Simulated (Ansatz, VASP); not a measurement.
# One calculation of InP, two programs

```
In P
1.0
     0.00000    2.91355    2.91355
     2.91355    0.00000    2.91355
     2.91355    2.91355    0.00000
In P
1 1
Cartesian
  0.0000 0.0000 0.0000
  1.4568 1.4568 1.4568
```

Alike in both runs: functional LDA; k mesh 10 × 10 × 10; no spin polarisation.

Ansatz relaxed the structure, and its values are those at the end. VASP's run is a single point on that final structure, the one shown.

```csv
,VASP,Ansatz
version,VASP 6.6.1,Ansatz 0.2.0
potentials or method,"VASP PAW LDA potentials, release 64 (In_d, P)","scalar-relativistic, plane waves, PAW"
plane-wave cutoff (eV),520,420
occupations,"gaussian, width 0.01 eV",fixed
valence electrons in the cell,18,18
```

Ansatz gave:

```
gap on the k mesh at the Fermi level (eV) : 0.58
least direct gap on the mesh (eV)         : 0.58
pressure (GPa)                            : 0.0
```

Question: Estimate VASP's values.

Answer: gap on the k mesh at the Fermi level (eV): 0.61; least direct gap on the mesh (eV): 0.61; pressure (GPa): 0.0.

LDA's correlation is that of Perdew and Zunger in VASP and of Perdew and Wang (1992) in Ansatz.
